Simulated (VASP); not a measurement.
# MgH16Cl2O8 in VASP: further runs

Runs on MgH16Cl2O8. Level: PBE. Tasks: single point.

Everything below comes from runs of VASP 6.6.1. Logs are shortened: lines on timing, memory, paths and dates and some standing lists are left out, and cuts for length are marked.

## (1) The cell of the first run

The cell holds a disordered packing, 27 atoms: a = 6.506 Å, b = 6.506 Å, c = 6.506 Å, α = 90.00°, β = 90.00°, γ = 90.00°.

## (2) Single point, PBE

File INCAR:

```
SYSTEM = MgH16Cl2O8
PREC = Accurate
ENCUT = 520
EDIFF = 1E-6
ISMEAR = -1
SIGMA = 0.05
LREAL = .FALSE.
LASPH = .TRUE.
NELM = 120
ALGO = Normal
ISIF = 2
LWAVE = .FALSE.
LCHARG = .FALSE.
GGA = PE
NBANDS = 59
GGA_COMPAT = .FALSE.
```

File KPOINTS:

```
Automatic mesh
0
G
  1 1 1
  0 0 0
```

File POSCAR:

```
MgH16Cl2O8
1.0
    6.5061090000      0.0000000000      0.0000000000
    0.0000000000      6.5061090000      0.0000000000
    0.0000000000      0.0000000000      6.5061090000
O H Mg Cl
8 16 1 2
Direct
    0.2369619076      0.0648160060      0.3105850209
    0.3459671518      0.4594297452      0.4679755596
    0.9714562114      0.8515996274      0.9637096458
    0.7921785510      0.4394792648      0.8030298908
   -0.0976005782      0.2820887261      0.2182410408
    0.1766954719      0.2428179423     -0.2318897516
    0.4209582102      0.7560740221     -0.1982598201
    0.7530153583      0.0687353993     -0.3711281197
    0.3034840025     -0.0447271941      0.3801657796
    0.2822885384      0.1953548580      0.3440151402
    0.4441056859      0.4343302579      0.3517617058
    0.2963215034      0.6005125337      0.4490548806
    1.1018874722      0.7938077890      0.9085922169
    0.9822614407      0.8158332423      1.0959545867
    0.8329863518      0.5009292036      0.6630691247
    0.7142210498      0.5261209119      0.9002769551
   -0.2417266603      0.2116779783      0.2425873898
   -0.1403911309      0.4270601676      0.2178260463
    0.3320571481      0.2551601887     -0.1559764830
    0.2197165771      0.3279686830     -0.3462745552
    0.4088618866      0.6082898396     -0.1719460894
    0.4665000233      0.7676785003     -0.0663530230
    0.6866315950     -0.0509674830     -0.3996090444
    0.6340809845      0.1679037348     -0.3499633959
   -0.0552557604      0.1753736373      0.9242390498
    0.8330017219      0.6817438810      0.3662250356
    0.4828385138      0.3783367294      0.0750986496
```

Potentials or basis: VASP PAW PBE potentials, release 64 (O, H, Mg, Cl).

Started as:

```sh
> cat potpaw_PBE.64/O/POTCAR potpaw_PBE.64/H/POTCAR potpaw_PBE.64/Mg/POTCAR potpaw_PBE.64/Cl/POTCAR > POTCAR
> mpirun -np 1 vasp_gam > vasp.out
```

OUTCAR:

```text
SYSTEM = MgH16Cl2O8
   PREC = Accurate
   ENCUT = 520
   EDIFF = 1E-6
   ISMEAR = -1
   LREAL = .FALSE.
   LASPH = .TRUE.
   NELM = 120
   ISIF = 2
   GGA = PE

 ion  position               nearest neighbor table
   1  0.237  0.065  0.311-  10 0.92   9 0.95
   2  0.346  0.459  0.468-  12 0.98  11 1.00
   3  0.971  0.852  0.964-  14 0.89  13 1.00  25 2.13
   4  0.792  0.439  0.803-  16 0.99  15 1.03  25 2.14
   5  0.902  0.282  0.218-  18 0.98  17 1.06  25 2.05
   6  0.177  0.243  0.768-  20 0.97  19 1.13  25 1.87
   7  0.421  0.756  0.802-  22 0.91  21 0.98
   8  0.753  0.069  0.629-  23 0.91  24 1.02  25 2.39
   9  0.303  0.955  0.380-   1 0.95
  10  0.282  0.195  0.344-   1 0.92
  11  0.444  0.434  0.352-   2 1.00
  12  0.296  0.601  0.449-   2 0.98
  13  0.102  0.794  0.909-   3 1.00
  14  0.982  0.816  0.096-   3 0.89
[... 8 lines left out ...]
  23  0.687  0.949  0.600-   8 0.91
  24  0.634  0.168  0.650-   8 1.02
  25  0.945  0.175  0.924-   6 1.87   5 2.05   3 2.13   4 2.14   8 2.39
  26  0.833  0.682  0.366-
  27  0.483  0.378  0.075-

  LATTYP: Found a simple cubic cell.
 ALAT       =     6.5061090000

  Lattice vectors:

 A1 = (   6.5061090000,   0.0000000000,   0.0000000000)
 A2 = (   0.0000000000,   6.5061090000,   0.0000000000)
 A3 = (   0.0000000000,   0.0000000000,   6.5061090000)

Analysis of symmetry for initial positions (statically):
=====================================================================
 Subroutine PRICEL returns:
 Original cell was already a primitive cell.

 Routine SETGRP: Setting up the symmetry group for a
 simple cubic supercell.

 Subroutine GETGRP returns: Found  1 space group operations
 (whereof  1 operations were pure point group operations)
 out of a pool of 48 trial point group operations.

The static configuration has the point symmetry C_1 .

Analysis of symmetry for dynamics (positions and initial velocities):
=====================================================================
 Subroutine PRICEL returns:
 Original cell was already a primitive cell.

 Routine SETGRP: Setting up the symmetry group for a
 simple cubic supercell.

 Subroutine GETGRP returns: Found  1 space group operations
 (whereof  1 operations were pure point group operations)
 out of a pool of 48 trial point group operations.

The dynamic configuration has the point symmetry C_1 .

 Subroutine INISYM returns: Found  1 space group operations
 (whereof  1 operations are pure point group operations),
 and found     1 'primitive' translations

----------------------------------------------------------------------------------------

                                     Primitive cell

  volume of cell :     275.4000

  direct lattice vectors                    reciprocal lattice vectors
     6.506109000  0.000000000  0.000000000     0.153701698  0.000000000  0.000000000
     0.000000000  6.506109000  0.000000000     0.000000000  0.153701698  0.000000000
     0.000000000  0.000000000  6.506109000     0.000000000  0.000000000  0.153701698

  length of vectors
     6.506109000  6.506109000  6.506109000     0.153701698  0.153701698  0.153701698

  position of ions in fractional coordinates (direct lattice)
     0.236961908  0.064816006  0.310585021
     0.345967152  0.459429745  0.467975560
     0.971456211  0.851599627  0.963709646
     0.792178551  0.439479265  0.803029891
     0.902399422  0.282088726  0.218241041
     0.176695472  0.242817942  0.768110248
[... 19 lines left out ...]
     0.833001722  0.681743881  0.366225036
     0.482838514  0.378336729  0.075098650

  ion indices of the primitive-cell ions
   primitive index   ion index
                 1           1
                 2           2
                 3           3
                 4           4
                 5           5
                 6           6
[... 19 lines left out ...]
                26          26
                27          27

----------------------------------------------------------------------------------------

 KPOINTS: Automatic mesh

Automatic generation of k-mesh.
 Grid dimensions read from file:
 generate k-points for:    1    1    1

 Generating k-lattice:

  Cartesian coordinates                     Fractional coordinates (reciprocal lattice)
     0.153701698  0.000000000  0.000000000     1.000000000  0.000000000  0.000000000
     0.000000000  0.153701698  0.000000000     0.000000000  1.000000000  0.000000000
     0.000000000  0.000000000  0.153701698     0.000000000  0.000000000  1.000000000

  Length of vectors
     0.153701698  0.153701698  0.153701698

  Shift w.r.t. Gamma in fractional coordinates (k-lattice)
     0.000000000  0.000000000  0.000000000

 Subroutine IBZKPT returns following result:
 ===========================================

 Found      1 irreducible k-points:

 Following reciprocal coordinates:
            Coordinates               Weight
  0.000000  0.000000  0.000000      1.000000
   k-points           NKPTS =      1   k-points in BZ     NKDIM =      1   number of bands    NBANDS=     59
   number of dos      NEDOS =    301   number of ions     NIONS =     27
   total plane-waves  NPLWV = 110592
   dimension x,y,z NGX =    48 NGY =   48 NGZ =   48
   dimension x,y,z NGXF=    96 NGYF=   96 NGZF=   96
   ions per type =               8  16   1   2
   NGX,Y,Z   is equivalent  to a cutoff of  12.27, 12.27, 12.27 a.u.
   NGXF,Y,Z  is equivalent  to a cutoff of  24.53, 24.53, 24.53 a.u.
 SYSTEM =  MgH16Cl2O8
   PREC   = accura    normal or accurate (medium, high low for compatibility)
   ISTART =      0    job   : 0-new  1-cont  2-samecut
   ICHARG =      2    charge: 1-file 2-atom 10-const
   ISPIN  =      1    spin polarized calculation?
   LNONCOLLINEAR =      F non collinear calculations
   LSORBIT =      F    spin-orbit coupling
   LASPH  =      T    aspherical Exc in radial PAW
   ENCUT  =  520.0 eV  38.22 Ry    6.18 a.u.  12.10 12.10 12.10*2*pi/ulx,y,z
   NELM   =    120;   NELMIN=  2; NELMDL= -5     # of ELM steps
   EDIFF  = 0.1E-05   stopping-criterion for ELM
   LREAL  =      F    real-space projection
   EDIFFG = 0.1E-04   stopping-criterion for IOM
   NSW    =      0    number of steps for IOM
   IBRION =     -1    ionic relax: 0-MD 1-quasi-New 2-CG
   NFREE  =      0    steps in history (QN), initial steepest desc. (CG)
   ISIF   =      2    stress and relaxation
   ISYM   =      2    0-nonsym 1-usesym 2-fastsym
   POTIM  = 0.5000    time-step for ionic-motion
   TEBEG  =    0.0;   TEEND  =   0.0 temperature during run
   PSTRESS=    0.0 pullay stress
   NELECT =      80.0000    total number of electrons
   NUPDOWN=      -1.0000    fix difference up-down
   EMIN   =  10.00;   EMAX   =-10.00  energy-range for DOS
   EFERMI =   0.00;   METHOD = LEGACY
   ISMEAR =    -1;   SIGMA  =   0.05  broadening in eV -4-tet -1-fermi 0-gaus
   EFERMI_NEDOS =   21; number of points for ismear=-14 and -15
   IALGO  =     38    algorithm
   IMIX   =      4    mixing-type and parameters
     AMIX     =   0.40;   BMIX     =  1.00
     AMIX_MAG =   1.60;   BMIX_MAG =  1.00
  volume/ion in A,a.u.               =      10.20        68.83
  Fermi-wavevector in a.u.,A,eV,Ry     =   1.084219  2.048876 15.994054  1.175530
  Thomas-Fermi vector in A             =   2.220303
   LORBIT       =      0    0 simple, 1 ext, 2 COOP (PROOUT), +10 PAW based schemes
   GGA     = PE    functional components
   LHFCALC =     F    Hartree Fock is set to
   AEXX    =    0.0000 exact exchange contribution
   IVDW    =     0    specifies the selected vdW correction
   LEPSILON=     F    determine dielectric tensor
   LRPA    =     F    only Hartree local field effects (RPA)
 non-spin polarized calculation
  energy-cutoff  :      520.00
  volume of cell :      275.40
 maximum number of plane-waves:      3721
   NGX = 25   NGY = 25   NGZ = 25

 number of electron      79.9999993 magnetization

 Free energy of the ion-electron system (eV)
  ---------------------------------------------------
  ext. energy  EPLUGINS =         0.00000000
  ---------------------------------------------------
  free energy    TOTEN  =      -124.45223926 eV

  energy without entropy =     -124.45223926  energy(sigma->0) =     -124.45223926

 E-fermi :  -0.3104     XC(G=0):  -7.6689

 val. band max:       -1.5340818669   @ k =   0.0000   0.0000   0.0000
 cond. band min:       2.1842705580   @ k =   0.0000   0.0000   0.0000
 fundamental gap:      3.7183524249
 Fermi energy:        -0.3104070844

 k-point     1 :       0.0000    0.0000    0.0000
  band No.  band energies     occupation
      1     -22.0831      2.00000
      2     -21.8333      2.00000
      3     -21.4076      2.00000
      4     -21.1582      2.00000
      5     -20.8485      2.00000
      6     -20.7271      2.00000
[... 44 lines left out ...]
     51       7.6732      0.00000
     52       7.8980      0.00000
 [bands above 52 left out]

------------------------ aborting loop because EDIFF is reached ----------------------------------------

  FORCE on cell =-STRESS in cart. coord.  units (eV):
  Direction    XX          YY          ZZ          XY          YZ          ZX
  --------------------------------------------------------------------------------------
  -------------------------------------------------------------------------------------
  Total        1.3971178     10.4304263     12.2435862      2.7489237      1.0077381     -0.6718263
  in kB        8.1279234     60.6804280     71.2287332     15.9922386      5.8626541     -3.9084409
  external PRESSURE =      46.6790282 kB  Pullay stress =       0.0000000 kB

 VOLUME and BASIS-vectors are now :
 -----------------------------------------------------------------------------
  energy-cutoff  :      520.00
  volume of cell :      275.40
      direct lattice vectors                 reciprocal lattice vectors
     6.506109000  0.000000000  0.000000000     0.153701698  0.000000000  0.000000000
     0.000000000  6.506109000  0.000000000     0.000000000  0.153701698  0.000000000
     0.000000000  0.000000000  6.506109000     0.000000000  0.000000000  0.153701698

 POSITION                                       TOTAL-FORCE (eV/Angst)
 -----------------------------------------------------------------------------------
      1.54170      0.42170      2.02070        -1.720591     -2.639178     -1.828003
      2.25090      2.98910      3.04470        -0.069833      0.455267      0.623435
      6.32040      5.54060      6.27000         0.800472      1.688155     -5.472492
      5.15400      2.85930      5.22460         1.065465     -0.185243     -1.305859
      5.87111      1.83530      1.41990        -2.221338     -2.705028     -0.689557
      1.14960      1.57980      4.99741         4.235064     -0.162622      1.529979
[... 19 lines left out ...]
      5.41960      4.43550      2.38270        -0.068272      0.357347      0.542543
      3.14140      2.46150      0.48860        -0.112554     -0.269575     -0.752540
 -----------------------------------------------------------------------------------
    total drift:                                0.000602      0.000344     -0.002104

  FREE ENERGIE OF THE ION-ELECTRON SYSTEM (eV)
  ---------------------------------------------------
  free  energy   TOTEN  =      -124.4522392562 eV

  energy  without entropy=     -124.4522392562  energy(sigma->0) =     -124.45223926
```

Run time: 58 s. Hardware: 1 thread of Intel Xeon 8259CL, shared host; peak memory 0.31 GiB.

What came out:

- Free energy: -124.4522 eV
- Pressure: 4.7 GPa
- Largest force: 6.085 eV/Å

Forces on the atoms (eV/Å):
```
O   -1.721 -2.639 -1.828
O   -0.070  0.455  0.623
O    0.800  1.688 -5.472
O    1.065 -0.185 -1.306
O   -2.221 -2.705 -0.690
O    4.235 -0.163  1.530
O   -1.518 -0.874 -2.720
O    0.026  4.942  1.570
H    0.691 -0.205  0.793
H    0.881  2.121  0.968
H   -0.397  0.400  0.375
H    0.039 -0.537  0.059
H   -0.434  0.507 -0.433
H   -0.218 -1.451  5.905
H   -0.723  0.173  1.449
H    0.335 -0.026 -0.868
H    2.461  1.165  0.000
H    0.038  0.855  0.467
H   -3.038 -0.345 -0.235
H   -0.417  0.549 -1.436
H   -0.381 -0.733 -1.248
H    1.617  1.942  4.050
H   -1.447 -4.022 -0.858
H    1.520 -0.772 -0.229
Mg  -0.947 -0.228 -0.257
Cl  -0.068  0.357  0.543
Cl  -0.113 -0.270 -0.753
```

Stress tensor (GPa, compression positive):
```
 0.81  1.60 -0.39
 1.60  6.07  0.59
-0.39  0.59  7.12
```

Caveat: the k points lie up to 0.97 Å⁻¹ apart, too coarse for converged energies, forces and pressures; the atoms stand as in a frame of molecular dynamics.

## (3) Single point, PBE

File INCAR:

```
PREC     = Accurate       # precision mode
ENCUT    = 520            # plane-wave cutoff, eV
EDIFF    = 1E-6           # SCF threshold, eV
ISMEAR   = -1             # smearing method
SIGMA    = 0.05           # smearing width, eV
LREAL    = F              # projectors in reciprocal space
LASPH    = T              # aspherical terms in the spheres
NELM     = 120            # most SCF steps
ALGO     = Normal         # electronic algorithm
ISIF     = 2              # what is computed and relaxed
LWAVE    = F              # write WAVECAR
LCHARG   = T              # write CHGCAR
GGA      = PE             # functional
LELF     = T              # ELF
LVHAR    = T            
NBANDS   = 59             # bands
GGA_COMPAT= F
```

File KPOINTS:

```
Automatic mesh
0
Gamma
  1 1 1
```

File POSCAR:

```
MgH16Cl2O8
1.0
    6.5061090000      0.0000000000      0.0000000000
    0.0000000000      6.5061090000      0.0000000000
    0.0000000000      0.0000000000      6.5061090000
O H Mg Cl
8 16 1 2
Direct
    0.2094800441     -0.0143557386      0.2673026228
    0.4219726414      0.4623193371      0.5612571200
    1.0232690537      0.9050417077      0.9153550917
    0.8010317688      0.4711571847      0.7134832816
   -0.0880249624      0.2515174584      0.1275877794
    0.2035778989      0.1581744173     -0.3363300553
    0.4003775529      0.7764702374     -0.1690718677
    0.6903511761      0.0466177250     -0.2684707557
    0.1024729220     -0.0932047096      0.3629358192
    0.3330715793      0.0070087974      0.3347930384
    0.3931689432      0.5027275135      0.4307490084
    0.3920161805      0.5885852819      0.6394451738
    0.8976179157      0.8106688652      0.9050724481
    1.0277725135      0.9184752361      1.0780790792
    0.8242099848      0.5468552709      0.5755667481
    0.6434721582      0.4378039163      0.6941476080
    0.0180599495      0.3320571481      0.1901290003
   -0.2121390834      0.3340552702      0.1227922864
    0.2998566424      0.1912202824     -0.2112168732
    0.2635523014      0.2292153421     -0.4459501063
    0.4640254259      0.6907046900     -0.0503680464
    0.2616464003      0.8032604434     -0.0969089205
    0.7531075794     -0.0511672952     -0.3722962526
    0.5633474631     -0.0528272736     -0.2375613443
   -0.0514285881      0.2310905028      0.8140349324
    0.8545814403      0.7353704034      0.3905406442
    0.4126583185      0.3042832513      0.0383178333
```

Potentials or basis: VASP PAW PBE potentials, release 64 (O, H, Mg, Cl).

Started as:

```sh
> cat potpaw_PBE.64/O/POTCAR potpaw_PBE.64/H/POTCAR potpaw_PBE.64/Mg/POTCAR potpaw_PBE.64/Cl/POTCAR > POTCAR
> mpirun -np 1 vasp_gam > vasp.out
```

Wall time 55 s (1 thread of Intel Xeon 8259CL, shared host); peak memory 0.31 GiB.

Results (log left out):

```
Free energy   : -125.5607 eV
Pressure      : 2.1 GPa
Largest force : 4.286 eV/Å
```

Forces in eV/Å, atoms in the order of the input:
```
O   -3.817 -1.669  0.237
O    0.589 -0.370  2.869
O   -1.693 -1.454  3.005
O   -1.852 -0.428 -0.086
O   -0.508 -0.084 -0.736
O   -0.803 -1.131  2.584
O    0.103 -1.433  2.626
O   -0.942 -2.167 -1.041
H    1.817  1.002 -1.023
H    2.172  0.212  1.169
H   -0.325  0.879 -4.182
H   -0.175  0.200  0.742
H    1.524  1.070 -0.331
H    0.509  0.124 -2.437
H    0.313 -0.056  0.741
H    1.912  0.209  0.104
H    0.619  0.367  0.480
H   -0.626  0.267  0.548
H   -0.311 -0.106 -0.798
H    0.892  1.398 -1.363
H   -0.488  0.768 -1.775
H    0.538  0.470 -1.317
H   -0.058  0.769  0.114
H    0.981  1.489  0.525
Mg  -0.515 -1.444  0.105
Cl  -0.118  0.425 -0.796
Cl   0.261  0.690  0.036
```

Stress tensor (GPa, compression positive):
```
 1.10 -0.82 -0.05
-0.82  2.13 -1.60
-0.05 -1.60  3.19
```

Levels at points of the mesh, in eV from the Fermi level:
```tsv
k point	band 36	band 37	band 38	band 39	band 40	band 41	band 42	band 43	band 44	band 45
(0.00, 0.00, 0.00)	-2.13	-2.02	-1.71	-1.46	-1.20	2.69	5.37	5.38	6.24	6.40
```

Caveat: the k points lie up to 0.97 Å⁻¹ apart, too coarse for converged energies, forces and pressures; the atoms stand as in a frame of molecular dynamics.
